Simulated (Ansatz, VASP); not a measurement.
# Se in VASP and in Ansatz

Contents of INCAR:

```
SYSTEM = Se
PREC = Accurate
ENCUT = 500
EDIFF = 1E-6
ISMEAR = 0
SIGMA = 0.1
LREAL = .FALSE.
LASPH = .TRUE.
NELM = 120
ALGO = Normal
ISIF = 2
LWAVE = .FALSE.
LCHARG = .FALSE.
GGA = PE
NBANDS = 9
GGA_COMPAT = .FALSE.
```

File KPOINTS:

```
Automatic mesh
0
G
  14 14 14
  0 0 0
```

File POSCAR:

```
Se
1.0
    2.8233791874      0.0000000000      0.0000000000
    0.0000000000      2.8233791874      0.0000000000
    0.0000000000      0.0000000000      2.8233791874
Se
1
Direct
    0.0000000000      0.0000000000      0.0000000000
```

Input for Ansatz:

```yaml
crystal:
  lattice:
    - [2.8233791874, 0.0, 0.0]
    - [0.0, 2.8233791874, 0.0]
    - [0.0, 0.0, 2.8233791874]
  atoms:
    - { symbol: Se, position: [0.0, 0.0, 0.0] }
basis:
  ecutwfc: "600 eV"
kpoints:
  mp_grid: { grid: [14, 14, 14] }
hamiltonian:
  xc: pbe
scf:
  occupations: { method: gaussian, width: 0.1 }
output:
  forces: true
  eigenvalues: true
  stress: true
```

Alike in both runs: task single point; functional PBE; k mesh 14 × 14 × 14; occupations gaussian, width 0.1 eV; no spin polarisation.

|  | VASP | Ansatz |
| --- | --- | --- |
| version | VASP 6.6.1 | Ansatz 0.2.0 |
| potentials or method | VASP PAW PBE potentials, release 64 (Se), cutoff 500 eV | scalar-relativistic, plane waves, PAW |
| valence electrons in the cell | 6 | 16 |

```tsv
	VASP	Ansatz	Ansatz less VASP
gap on the k mesh at the Fermi level (eV)	none	none	-
pressure (GPa)	0.5	0.5	-0.04
```

A gap of «none» marks a metal or a gap that the smearing closes. VASP's potentials hold 6 valence electrons a cell and Ansatz's 16, so a difference there can come from the potentials and not from the codes.
